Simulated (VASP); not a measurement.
Wanted: the native input for a VASP 6.6.1 run.

```yaml
Task: single point
Functional: PBE
Dispersion: D3(BJ)
Potentials_or_basis: VASP PAW PBE potentials, release 64 (Cd_sv_GW, F)
Cutoff: 600 eV
k_mesh: 8 × 8 × 8
Occupations: gaussian, width 0.02 eV
Spin: no spin polarisation
Dipole_correction: no
Second_run: valence_matched
Further_INCAR_settings: ALGO = Normal; EDIFF = 1e-06; NBANDS = 24
```

The structure of CdF2 lies in POSCAR:

```
CdF2
1.0
    0.0000000000      2.6379932570      2.6379932570
    2.6379932570      0.0000000000      2.6379932570
    2.6379932570      2.6379932570      0.0000000000
Cd F
1 2
Direct
    0.0000000000      0.0000000000      0.0000000000
    0.2500000000      0.2500000000      0.2500000000
    0.7500000000      0.7500000000      0.7500000000
```

This cell differs from its parent crystal: volume scaled by 0.91.

One way to write it, as run:

INCAR

```
  PREC = Accurate
  ENCUT = 600
  EDIFF = 1E-6
  ISMEAR = 0
  SIGMA = 0.02
  LREAL = False
  LASPH = True
  NELM = 120
  ALGO = Normal
  ISIF = 2
  LWAVE = False
  LCHARG = False
  GGA = PE
  IVDW = 12
  NBANDS = 24
  GGA_COMPAT = False
```

KPOINTS

```
Automatic mesh
0
Gamma
  8 8 8
```

Potentials or basis: VASP PAW PBE potentials, release 64 (Cd_sv_GW, F).

Command:

```sh
$ cat potpaw_PBE.64/Cd_sv_GW/POTCAR potpaw_PBE.64/F/POTCAR > POTCAR
$ mpirun -np 1 vasp_std > vasp.out
```

It gave:

| Quantity | Value |
| --- | --- |
| Pressure | 10.9 GPa |
| Band gap on the k mesh | 3.32 eV, indirect (least direct gap 3.73 eV) |
| Dispersion energy per atom | -0.178 eV |

It took 46 s on 1 thread of Intel(R) Xeon(R) Platinum 8259CL CPU @ 2.50GHz (Skylake/Cascade Lake) (shared host), peak memory 0.2 GiB.
